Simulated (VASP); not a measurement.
# As (R-3m) in VASP: single point with PBEsol

Aim: the single point of As with PBEsol.

Program: VASP 6.6.1. These are calculated values, not measurements. Logs are shortened: lines on timing, memory, paths and dates and some standing lists are left out, and cuts for length are marked.

## (1) The cell of the first run

Symmetry: R-3m, No. 166, trigonal system. Conventional cell: a = 3.799 Å, b = 3.799 Å, c = 10.542 Å, α = 90.00°, β = 90.00°, γ = 120.00°. Within 3.3 Å of As (site symmetry 3m) lie 6 As at 2.53 to 3.15 Å.

## (2) Single point, PBEsol

INCAR

```
SYSTEM = As
ALGO     = Normal         ! electronic algorithm
EDIFF    = 1E-6           ! SCF threshold, eV
ENCUT    = 510            ! plane-wave cutoff, eV
GGA      = PS             ! functional
GGA_COMPAT= .FALSE.      
ISIF     = 2              ! what is computed and relaxed
ISMEAR   = -1             ! smearing method
LASPH    = .TRUE.         ! aspherical terms in the spheres
LCHARG   = .FALSE.        ! write CHGCAR
LREAL    = .FALSE.        ! projectors in reciprocal space
LWAVE    = .FALSE.        ! write WAVECAR
NBANDS   = 22             ! bands
NELM     = 120            ! most SCF steps
PREC     = Accurate       ! precision mode
SIGMA    = 0.05           ! smearing width, eV
```

KPOINTS

```
k-points
0
G
  7 7 7
  0 0 0
```

POSCAR

```
As
1.0
    1.8996048677      1.0967373817      3.5140619945
   -1.8996048677      1.0967373817      3.5140619945
    0.0000000000     -2.1934747634      3.5140619945
As
2
Direct
    0.2260000000      0.2260000000      0.2260000000
    0.7740000000      0.7740000000      0.7740000000
```

Potentials or basis: VASP PAW PBE potentials, release 64 (As_d).

The run is started by

```sh
$ cat potpaw_PBE.64/As_d/POTCAR > POTCAR
$ mpirun -np 1 vasp_std > vasp.out
```

OUTCAR:

```text
SYSTEM = As
   EDIFF = 1E-6
   ENCUT = 510
   GGA = PS
   ISIF = 2
   ISMEAR = -1
   LASPH = .TRUE.
   LREAL = .FALSE.
   NELM = 120
   PREC = Accurate

 ion  position               nearest neighbor table
   1  0.226  0.226  0.226-   2 2.53   2 2.53   2 2.53
   2  0.774  0.774  0.774-   1 2.53   1 2.53   1 2.53

  LATTYP: Found a trigonal (rhomboedric) cell.
 ALAT       =     4.1424585983
 COS(alpha) =     0.5794281604

  Lattice vectors:

 A1 = (   1.8996048677,   1.0967373817,   3.5140619945)
 A2 = (  -1.8996048677,   1.0967373817,   3.5140619945)
 A3 = (   0.0000000000,  -2.1934747634,   3.5140619945)

Analysis of symmetry for initial positions (statically):
=====================================================================
 Subroutine PRICEL returns:
 Original cell was already a primitive cell.

 Routine SETGRP: Setting up the symmetry group for a
 trigonal (rhombohedral) supercell.

 Subroutine GETGRP returns: Found 12 space group operations
 (whereof 12 operations were pure point group operations)
 out of a pool of 12 trial point group operations.

The static configuration has the point symmetry D_3d.

Analysis of symmetry for dynamics (positions and initial velocities):
=====================================================================
 Subroutine PRICEL returns:
 Original cell was already a primitive cell.

 Routine SETGRP: Setting up the symmetry group for a
 trigonal (rhombohedral) supercell.

 Subroutine GETGRP returns: Found 12 space group operations
 (whereof 12 operations were pure point group operations)
 out of a pool of 12 trial point group operations.

The dynamic configuration has the point symmetry D_3d.

 Subroutine INISYM returns: Found 12 space group operations
 (whereof 12 operations are pure point group operations),
 and found     1 'primitive' translations

----------------------------------------------------------------------------------------

                                     Primitive cell

  volume of cell :      43.9265

  direct lattice vectors                    reciprocal lattice vectors
     1.899604868  1.096737382  3.514061995     0.263212634  0.151965885  0.094856987
    -1.899604868  1.096737382  3.514061995    -0.263212634  0.151965885  0.094856987
     0.000000000 -2.193474763  3.514061995     0.000000000 -0.303931770  0.094856987

  length of vectors
     4.142458598  4.142458598  4.142458598     0.318390277  0.318390277  0.318390277

  position of ions in fractional coordinates (direct lattice)
     0.226000000  0.226000000  0.226000000
     0.774000000  0.774000000  0.774000000

  ion indices of the primitive-cell ions
   primitive index   ion index
                 1           1
                 2           2

----------------------------------------------------------------------------------------

 KPOINTS: k-points

Automatic generation of k-mesh.
 Grid dimensions read from file:
 generate k-points for:    7    7    7

 Generating k-lattice:

  Cartesian coordinates                     Fractional coordinates (reciprocal lattice)
     0.037601805  0.021709412  0.013550998     0.142857143  0.000000000  0.000000000
    -0.037601805  0.021709412  0.013550998     0.000000000  0.142857143  0.000000000
     0.000000000 -0.043418824  0.013550998     0.000000000  0.000000000  0.142857143

  Length of vectors
     0.045484325  0.045484325  0.045484325

  Shift w.r.t. Gamma in fractional coordinates (k-lattice)
     0.000000000  0.000000000  0.000000000

 Subroutine IBZKPT returns following result:
 ===========================================

 Found     44 irreducible k-points:

 Following reciprocal coordinates:
            Coordinates               Weight
  0.000000  0.000000  0.000000      1.000000
  0.142857 -0.000000  0.000000      6.000000
  0.285714 -0.000000  0.000000      6.000000
  0.428571  0.000000 -0.000000      6.000000
  0.142857  0.142857  0.000000      6.000000
  0.285714  0.142857  0.000000     12.000000
[... 16 lines left out ...]
  0.285714  0.285714  0.142857      6.000000
  0.428571  0.285714  0.142857     12.000000
 [... further k-points ...]
   k-points           NKPTS =     44   k-points in BZ     NKDIM =     44   number of bands    NBANDS=     22
   number of dos      NEDOS =    301   number of ions     NIONS =      2
   total plane-waves  NPLWV =  32768
   dimension x,y,z NGX =    32 NGY =   32 NGZ =   32
   dimension x,y,z NGXF=    64 NGYF=   64 NGZF=   64
   ions per type =               2
   NGX,Y,Z   is equivalent  to a cutoff of  12.84, 12.84, 12.84 a.u.
   NGXF,Y,Z  is equivalent  to a cutoff of  25.68, 25.68, 25.68 a.u.
 SYSTEM =  As
   PREC   = accura    normal or accurate (medium, high low for compatibility)
   ISTART =      0    job   : 0-new  1-cont  2-samecut
   ICHARG =      2    charge: 1-file 2-atom 10-const
   ISPIN  =      1    spin polarized calculation?
   LNONCOLLINEAR =      F non collinear calculations
   LSORBIT =      F    spin-orbit coupling
   LASPH  =      T    aspherical Exc in radial PAW
   ENCUT  =  510.0 eV  37.48 Ry    6.12 a.u.   7.63  7.63  7.63*2*pi/ulx,y,z
   NELM   =    120;   NELMIN=  2; NELMDL= -5     # of ELM steps
   EDIFF  = 0.1E-05   stopping-criterion for ELM
   LREAL  =      F    real-space projection
   EDIFFG = 0.1E-04   stopping-criterion for IOM
   NSW    =      0    number of steps for IOM
   IBRION =     -1    ionic relax: 0-MD 1-quasi-New 2-CG
   NFREE  =      0    steps in history (QN), initial steepest desc. (CG)
   ISIF   =      2    stress and relaxation
   ISYM   =      2    0-nonsym 1-usesym 2-fastsym
   POTIM  = 0.5000    time-step for ionic-motion
   TEBEG  =    0.0;   TEEND  =   0.0 temperature during run
   PSTRESS=    0.0 pullay stress
   NELECT =      30.0000    total number of electrons
   NUPDOWN=      -1.0000    fix difference up-down
   EMIN   =  10.00;   EMAX   =-10.00  energy-range for DOS
   EFERMI =   0.00;   METHOD = LEGACY
   ISMEAR =    -1;   SIGMA  =   0.05  broadening in eV -4-tet -1-fermi 0-gaus
   EFERMI_NEDOS =   21; number of points for ismear=-14 and -15
   IALGO  =     38    algorithm
   IMIX   =      4    mixing-type and parameters
     AMIX     =   0.40;   BMIX     =  1.00
     AMIX_MAG =   1.60;   BMIX_MAG =  1.00
  volume/ion in A,a.u.               =      21.96       148.22
  Fermi-wavevector in a.u.,A,eV,Ry     =   1.441694  2.724406 28.279454  2.078481
  Thomas-Fermi vector in A             =   2.560297
   LORBIT       =      0    0 simple, 1 ext, 2 COOP (PROOUT), +10 PAW based schemes
   GGA     = PS    functional components
   LHFCALC =     F    Hartree Fock is set to
   AEXX    =    0.0000 exact exchange contribution
   IVDW    =     0    specifies the selected vdW correction
   LEPSILON=     F    determine dielectric tensor
   LRPA    =     F    only Hartree local field effects (RPA)
 non-spin polarized calculation
  energy-cutoff  :      510.00
  volume of cell :       43.93
 maximum number of plane-waves:      1159
   NGX = 15   NGY = 15   NGZ = 15

 number of electron      29.9999979 magnetization

 Free energy of the ion-electron system (eV)
  ---------------------------------------------------
  ext. energy  EPLUGINS =         0.00000000
  ---------------------------------------------------
  free energy    TOTEN  =       -10.25390434 eV

  energy without entropy =      -10.25145815  energy(sigma->0) =      -10.25268124

 E-fermi :   3.4291     XC(G=0): -10.7524

 val. band max:        3.4117342842   @ k =   0.4286   0.2857   0.2857
 cond. band min:       3.4452332141   @ k =   0.4286   0.0000  -0.0000
 fundamental gap:      0.0334989299
 Fermi energy:         3.4290648408

 k-point     1 :       0.0000    0.0000    0.0000
  band No.  band energies     occupation
      1     -32.7230      2.00000
      2     -32.7230      2.00000
      3     -32.6796      2.00000
      4     -32.6796      2.00000
      5     -32.6477      2.00000
      6     -32.6132      2.00000
[... 14 lines left out ...]
     21      10.7910      0.00000
     22      12.1881      0.00000

 k-point     2 :       0.1429   -0.0000    0.0000
  band No.  band energies     occupation
      1     -32.7211      2.00000
      2     -32.7175      2.00000
      3     -32.6775      2.00000
      4     -32.6754      2.00000
      5     -32.6463      2.00000
      6     -32.6160      2.00000
[... 14 lines left out ...]
     21      10.2440      0.00000
     22      13.5419      0.00000

 k-point     3 :       0.2857   -0.0000    0.0000
  band No.  band energies     occupation
      1     -32.7164      2.00000
      2     -32.7027      2.00000
      3     -32.6724      2.00000
      4     -32.6644      2.00000
      5     -32.6426      2.00000
      6     -32.6237      2.00000
[... 14 lines left out ...]
     21      11.5982      0.00000
     22      15.7439      0.00000

 k-point     4 :       0.4286    0.0000   -0.0000
  band No.  band energies     occupation
      1     -32.7122      2.00000
      2     -32.6864      2.00000
      3     -32.6654      2.00000
      4     -32.6508      2.00000
      5     -32.6413      2.00000
      6     -32.6345      2.00000
[... 14 lines left out ...]
     21      14.0924      0.00000
     22      14.1627      0.00000

 k-point     5 :       0.1429    0.1429    0.0000
  band No.  band energies     occupation
      1     -32.7227      2.00000
      2     -32.7148      2.00000
      3     -32.6778      2.00000
      4     -32.6747      2.00000
      5     -32.6461      2.00000
      6     -32.6167      2.00000
[... 14 lines left out ...]
     21      10.9784      0.00000
     22      12.7177      0.00000

 k-point     6 :       0.2857    0.1429    0.0000
  band No.  band energies     occupation
      1     -32.7200      2.00000
      2     -32.7040      2.00000
      3     -32.6736      2.00000
      4     -32.6682      2.00000
      5     -32.6432      2.00000
      6     -32.6231      2.00000
[... 14 lines left out ...]
     21      12.1869      0.00000
     22      14.0308      0.00000

 k-point     7 :       0.4286    0.1429   -0.0000
  band No.  band energies     occupation
      1     -32.7158      2.00000
      2     -32.6876      2.00000
      3     -32.6666      2.00000
      4     -32.6592      2.00000
      5     -32.6384      2.00000
      6     -32.6341      2.00000
[... 324 lines left out ...]
      6     -32.6351      2.00000
[... 14 lines left out ...]
     21      14.1087      0.00000
     22      15.0381      0.00000

 k-point    21 :      -0.2857    0.1429    0.1429
  band No.  band energies     occupation
      1     -32.7157      2.00000
      2     -32.6858      2.00000
      3     -32.6661      2.00000
      4     -32.6503      2.00000
      5     -32.6414      2.00000
      6     -32.6358      2.00000
[... 14 lines left out ...]
     21      14.4621      0.00000
     22      15.4109      0.00000

 k-point    22 :      -0.1429    0.1429    0.1429
  band No.  band energies     occupation
      1     -32.7205      2.00000
      2     -32.7002      2.00000
      3     -32.6737      2.00000
      4     -32.6640      2.00000
      5     -32.6422      2.00000
      6     -32.6247      2.00000
[... 14 lines left out ...]
     21      11.9345      0.00000
     22      14.7986      0.00000

 k-point    23 :       0.2857    0.2857    0.1429
  band No.  band energies     occupation
      1     -32.7206      2.00000
      2     -32.7104      2.00000
      3     -32.6766      2.00000
      4     -32.6732      2.00000
      5     -32.6449      2.00000
      6     -32.6178      2.00000
[... 14 lines left out ...]
     21      12.5441      0.00000
     22      13.7203      0.00000

 k-point    24 :       0.4286    0.2857    0.1429
  band No.  band energies     occupation
      1     -32.7178      2.00000
      2     -32.7017      2.00000
      3     -32.6723      2.00000
      4     -32.6671      2.00000
      5     -32.6428      2.00000
      6     -32.6230      2.00000
[... 14 lines left out ...]
     21      13.7854      0.00000
     22      14.0361      0.00000

 [... further k-points ...]

------------------------ aborting loop because EDIFF is reached ----------------------------------------

  FORCE on cell =-STRESS in cart. coord.  units (eV):
  Direction    XX          YY          ZZ          XY          YZ          ZX
  --------------------------------------------------------------------------------------
  -------------------------------------------------------------------------------------
  Total       -0.3396500     -0.3396500     -0.3432679      0.0000000      0.0000000      0.0000000
  in kB      -12.3884096    -12.3884096    -12.5203701      0.0000000      0.0000000      0.0000000
  external PRESSURE =     -12.4323964 kB  Pullay stress =       0.0000000 kB

 VOLUME and BASIS-vectors are now :
 -----------------------------------------------------------------------------
  energy-cutoff  :      510.00
  volume of cell :       43.93
      direct lattice vectors                 reciprocal lattice vectors
     1.899604868  1.096737382  3.514061995     0.263212634  0.151965885  0.094856987
    -1.899604868  1.096737382  3.514061995    -0.263212634  0.151965885  0.094856987
     0.000000000 -2.193474763  3.514061995     0.000000000 -0.303931770  0.094856987

 POSITION                                       TOTAL-FORCE (eV/Angst)
 -----------------------------------------------------------------------------------
      0.00000      0.00000      2.38253         0.000000     -0.000000      0.237785
      0.00000      0.00000      8.15965         0.000000      0.000000     -0.237785
 -----------------------------------------------------------------------------------
    total drift:                               -0.000000     -0.000000      0.000000

  FREE ENERGIE OF THE ION-ELECTRON SYSTEM (eV)
  ---------------------------------------------------
  free  energy   TOTEN  =       -10.2539043393 eV

  energy  without entropy=      -10.2514581460  energy(sigma->0) =      -10.25268124
```

It took 57 s on 1 thread of AMD EPYC, shared host; peak memory 0.15 GiB.

What came out:

- Free energy: -10.2539 eV
- Pressure: -1.2 GPa
- Largest force: 0.238 eV/Å

Forces on the atoms (eV/Å):
```
As   0.000  0.000  0.238
As   0.000  0.000 -0.238
```

Caveat: the PAW data sets were made with another functional, which shifts forces and pressure a little.
